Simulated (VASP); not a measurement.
Runs of VASP 6.6.1 on BP. The structure is that of space group F-43m (No. 216), or close to it. The cells are those of the table. 

```tsv
task	level	potentials or basis	cell	k mesh	cutoff (eV)	smearing	gap on the mesh (eV)	pressure (GPa)	relaxed volume (Å³/atom)
relaxation of cell and atoms	PBEsol	VASP PAW PBE potentials, release 64 (B, P)	relaxed from a = 3.216 Å, angles 60.0°, 2 atoms	8 × 8 × 8	600	fermi-dirac 0.02 eV	1.15	0.0	11.55
dielectric tensor	PBE	VASP PAW PBE potentials, release 64 (B, P)	a = 3.208 Å, angles 60.0°, 2 atoms	8 × 8 × 8	520	gaussian 0.01 eV	1.27	-	-
single point	PBE	VASP PAW PBE potentials, release 64 (B, P)	a = 3.208 Å, angles 60.0°, 2 atoms	10 × 10 × 10	520	fermi-dirac 0.02 eV	1.24	1.0	-
single point	LDA	VASP PAW LDA potentials, release 64 (B, P)	a = 3.176 Å, angles 60.0°, 2 atoms	8 × 8 × 8	520	fermi-dirac 0.02 eV	1.18	-0.2	-
single point	r2SCAN	VASP PAW PBE potentials, release 64 (B, P)	a = 3.208 Å, angles 60.0°, 2 atoms	10 × 10 × 10	520	gaussian 0.01 eV	1.45	-0.5	-
single point	PBE	VASP PAW PBE potentials, release 64 (B, P)	a = 3.216 Å, angles 60.0°, 2 atoms	10 × 10 × 10	520	fermi-dirac 0.02 eV	1.25	-0.2	-
single point	r2SCAN	VASP PAW PBE potentials, release 64 (B, P)	a = 3.208 Å, angles 60.0°, 2 atoms	8 × 8 × 8	520	fermi-dirac 0.02 eV	1.48	-0.5	-
single point	PBEsol	VASP PAW PBE potentials, release 64 (B, P)	a = 3.196 Å, angles 60.0°, 2 atoms	8 × 8 × 8	520	fermi-dirac 0.02 eV	1.15	0.1	-
single point	PBE	VASP PAW PBE potentials, release 64 (B, P)	a = 3.208 Å, angles 60.0°, 2 atoms	6 × 6 × 6	520	gaussian 0.01 eV	1.33	(b)	-
single point	LDA	VASP PAW LDA potentials, release 64 (B, P)	a = 3.208 Å, angles 60.0°, 2 atoms	10 × 10 × 10	520	gaussian 0.01 eV	1.19	(a)	-
relaxation of cell and atoms	LDA	VASP PAW LDA potentials, release 64 (B, P)	relaxed from a = 3.216 Å, angles 60.0°, 2 atoms	8 × 8 × 8	600	fermi-dirac 0.02 eV	1.18	0.0	11.31
```

Alike in all rows: no spin polarisation.

Question: Fill in the values left out.

Answer: (a) -5.2; (b) 1.2.

Caveats: the PAW data sets were made with another functional, which shifts forces and pressure a little (some runs).

A k mesh can miss the band edges.
